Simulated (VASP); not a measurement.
Set up this calculation in VASP 6.6.1, as the native input.

```yaml
Task: single point
Functional: PBEsol
Potentials_or_basis: VASP PAW PBE potentials, release 64 (Rb_sv, Pb_d, F)
Cutoff: 520 eV
k_mesh: 6 × 6 × 4
Occupations: fermi-dirac, width 0.03 eV
Spin: no spin polarisation
Dipole_correction: no
Further_INCAR_settings: ALGO = Normal; EDIFF = 1e-07; NBANDS = 38
```

The structure of RbPbF5 lies in POSCAR:

```
RbPbF5
1.0
    3.7646193490      0.0000000000      0.0000000000
    0.0000000000      3.7646193490      0.0000000000
    0.0000000000      0.0000000000      7.3292761304
Rb Pb F
1 1 5
Direct
    0.5000000000      0.5000000000      0.0000000000
    0.0000000000      0.0000000000      0.5000000000
    0.0000000000      0.5000000000      0.3337759864
    0.0000000000      0.5000000000      0.6662240136
    0.5000000000      0.0000000000      0.3337759864
    0.5000000000      0.0000000000      0.6662240136
    0.0000000000      0.0000000000      0.0000000000
```

These files were run (other wordings do the same):

INCAR

```
SYSTEM = RbPbF5
  ALGO = Normal
  EDIFF = 1E-7
  ENCUT = 520
  GGA = PS
  ISIF = 2
  ISMEAR = -1
  LASPH = .True.
  LCHARG = .True.
  LELF = .True.
  LREAL = .False.
  LVHAR = .True.
  LWAVE = .False.
  NBANDS = 38
  NELM = 100
  PREC = Accurate
  SIGMA = 0.03
```

KPOINTS

```
k-points
0
Gamma
  6 6 4
  0 0 0
```

Potentials or basis: VASP PAW PBE potentials, release 64 (Rb_sv, Pb_d, F).

Run with:

```sh
$ cat potpaw_PBE.64/Rb_sv/POTCAR potpaw_PBE.64/Pb_d/POTCAR potpaw_PBE.64/F/POTCAR > POTCAR
$ mpirun -np 1 vasp_std > vasp.out
```

It gave:

```yaml
Pressure: 0.1 GPa
Largest_force: 0.035 eV/Å
Band_gap_on_the_k_mesh: zero (bands 29 and 30 overlap by 0.19 eV)
```

Caveat: the PAW data sets were made with another functional, which shifts forces and pressure a little; spin-orbit coupling is left out, which moves the levels of the heavy elements.

Run time: 2.9 min on 1 thread of Intel(R) Xeon(R) Platinum 8175M CPU @ 2.50GHz (Skylake/Cascade Lake), with other jobs on the host, peak memory 0.26 GiB.
